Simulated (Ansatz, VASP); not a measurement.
## Ag in VASP and in Ansatz

```xyz
1
Lattice="-1.5993 1.5993 1.5993 1.5993 -1.5993 1.5993 1.5993 1.5993 -1.5993" Properties=species:S:1:pos:R:3 pbc="T T T"
Ag    0.0000    0.0000    0.0000
```

Alike in both runs: task relaxation of cell and atoms; functional PBE; k mesh 16 × 16 × 16; occupations fermi-dirac, width 0.08 eV; no spin polarisation.

|  | VASP | Ansatz |
| --- | --- | --- |
| version | VASP 6.6.1 | Ansatz 0.2.0 |
| potentials or method | VASP PAW PBE potentials, release 64 (Ag) | PAW with Ansatz's default frozen-core files, scalar-relativistic |
| plane-wave cutoff (eV) | 600 | 420 |
| valence electrons in the cell | 11 | 19 |

```csv
,VASP,Ansatz,Ansatz less VASP
relaxed volume (Å³/atom),17.98,18.02,+0.041
relaxed cell length with the largest relative difference (Å),2.858,2.861,+0.0022
```

VASP's potentials hold 11 valence electrons a cell and Ansatz's 19, so a difference there can come from the potentials and not from the codes.
